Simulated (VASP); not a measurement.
A run of VASP 6.6.1:

Contents of INCAR:

```
ALGO     = Fast           # electronic algorithm
DIPOL    = 0.5 0.5 0.323
EDIFF    = 1E-7           # SCF threshold, eV
ENCUT    = 520            # plane-wave cutoff, eV
GGA      = PE             # functional
IDIPOL   = 3            
ISIF     = 2              # what is computed and relaxed
ISMEAR   = 0              # smearing method
LASPH    = T              # aspherical terms in the spheres
LCHARG   = F              # write CHGCAR
LDIPOL   = T            
LREAL    = F              # projectors in reciprocal space
LWAVE    = F              # write WAVECAR
NBANDS   = 99             # bands
NELM     = 80             # most SCF steps
PREC     = Accurate       # precision mode
SIGMA    = 0.1            # smearing width, eV
```

File KPOINTS:

```
k-points
0
Gamma
  5 5 1
```

POSCAR

```
W12S
1.0
    5.7094426444      0.0000000000      0.0000000000
    0.0000000000      5.7094426444      0.0000000000
    0.0000000000      0.0000000000     19.4446428403
W S
12 1
Direct
    0.2500000000      0.2500000000      0.2057121868
    0.2500000000      0.7500000000      0.2057121868
    0.7500000000      0.2500000000      0.2057121868
    0.7500000000      0.7500000000      0.2057121868
    0.0000000000      0.0000000000      0.3071173005
    0.0000000000      0.5000000000      0.3071173005
    0.5000000000      0.0000000000      0.3071173005
    0.5000000000      0.5000000000      0.3071173005
    0.2500000000      0.2500000000      0.4085774630
    0.2500000000      0.7500000000      0.4085774630
    0.7500000000      0.2500000000      0.4085774630
    0.7500000000      0.7500000000      0.4085774630
    0.3333333333      0.4166666667      0.5085045477
```

Potentials or basis: VASP PAW PBE potentials, release 64 (W_sv, S).

Launch:

```bash
$ cat potpaw_PBE.64/W_sv/POTCAR potpaw_PBE.64/S/POTCAR > POTCAR
$ mpirun -np 1 vasp_std > vasp.out
```

Hardware: 1 thread of Oxide Virtual Turin-like Processor, with other jobs on the host.

Estimate the wall time of this run.

Run time: 33 min on 1 thread of Oxide Virtual Turin-like Processor (shared host), peak memory 0.86 GiB. Counts: scf iterations 36, k points 13.
